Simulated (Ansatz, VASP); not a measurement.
**Mn in VASP and in Ansatz**

```xyz
1
Lattice="-1.5405 1.5405 1.5405 1.5405 -1.5405 1.5405 1.5405 1.5405 -1.5405" Properties=species:S:1:pos:R:3 pbc="T T T"
Mn    0.0000    0.0000    0.0000
```

Alike in both runs: task single point; functional PBE; k mesh 11 × 11 × 11; occupations fermi-dirac, width 0.003 eV; collinear spin; Hubbard terms Mn d U = 6.3 eV.

|  | VASP | Ansatz |
| --- | --- | --- |
| version | VASP 6.6.1 | Ansatz 0.2.0 |
| potentials or method | VASP PAW PBE potentials, release 64 (Mn_pv), cutoff 500 eV | PAW, plane waves, scalar-relativistic |
| valence electrons in the cell | 13 | 15 |

|  | VASP | Ansatz | Ansatz less VASP |
| --- | --- | --- | --- |
| net moment per atom (μB) | 4.28 | 4.34 | +0.060 |
| size of the moment on the site where the two differ most (μB) | 4.25 | 4.21 | -0.045 |

Site moments also hang on the region over which each program counts them. The programs project onto different local orbitals, so the same U acts differently, and such runs can settle in different states. VASP's potentials hold 13 valence electrons a cell and Ansatz's 15, so a difference there can come from the potentials and not from the codes. Ansatz's warnings: filled band counts differ across k points.
